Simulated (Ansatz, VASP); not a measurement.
## One calculation of HfC, two programs

```
Hf C
1.0
     0.06533    2.32500    2.32500
     2.39033    0.00000    2.39033
     2.32500    2.32500    0.06533
Hf C
1 1
Direct
  0.50000 0.50000 0.50000
  0.00000 0.00000 0.00000
```

Change from the starting cell: strain +0.0562 x Voigt [0, 0, 0, 0, 1, 0], atoms carried along.

Alike in both runs: task single point; functional PBE; k mesh 18 × 18 × 18; occupations gaussian, width 0.15 eV; no spin polarisation.

|  | VASP | Ansatz |
| --- | --- | --- |
| version | VASP 6.6.1 | Ansatz 0.2.0 |
| potentials or method | VASP PAW PBE potentials, release 64 (Hf_pv, C), cutoff 520 eV | scalar-relativistic, plane waves, PAW |
| valence electrons in the cell | 14 | 30 |

|  | VASP | Ansatz | Ansatz less VASP |
| --- | --- | --- | --- |
| gap on the k mesh at the Fermi level (eV) | none | none | - |
| pressure (GPa) | -0.3 | 0.4 | +0.67 |
| traceless stress, the component that is largest in VASP (GPa) | -9.60 | -9.59 | +0.009 |

A gap of «none» marks a metal or a gap that the smearing closes. With one functional, cell and mesh, what is left measures potentials, basis and numerics. VASP's potentials hold 14 valence electrons a cell and Ansatz's 30, so a difference there can come from the potentials and not from the codes.

Spin-orbit coupling is off throughout.
